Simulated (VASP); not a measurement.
Runs of VASP 6.6.1 on HfN. The structure is that of space group Fm-3m (No. 225), or close to it. The cells are those of the table. 

```csv
cell,gap on the mesh (eV),pressure (GPa)
"a = 3.211, b = 3.211, c = 3.227 Å, angles 59.8, 59.8, 60.3°, 2 atoms",none,-10.2
"a = 3.163, b = 3.163, c = 3.131 Å, angles 60.3, 60.3, 59.3°, 2 atoms",none,7.0
"a = 3.203, b = 3.203, c = 3.211 Å, angles 59.9, 59.9, 60.2°, 2 atoms",none,(a)
"a = 3.171, b = 3.171, c = 3.147 Å, angles 60.3, 60.3, 59.5°, 2 atoms",none,3.7
"a = 3.227, b = 3.227, c = 3.259 Å, angles 59.7, 59.7, 60.7°, 2 atoms",none,(b)
```

Alike in all rows: task single point; level PBEsol; potentials or basis VASP PAW PBE potentials, release 64 (Hf_pv, N); no spin polarisation; k mesh 18 × 18 × 18; cutoff (eV) 520; smearing gaussian 0.15 eV.

Q: Fill in the values left out.

A: (a) -7.8; (b) -14.7.

Caveats: the PAW data sets were made with another functional, which shifts forces and pressure a little; spin-orbit coupling is left out, which moves the levels of the heavy elements.

A k mesh can miss the band edges, and the runs leave out spin-orbit coupling on Hf.

A gap of «none» marks levels without a gap at the run's occupations.
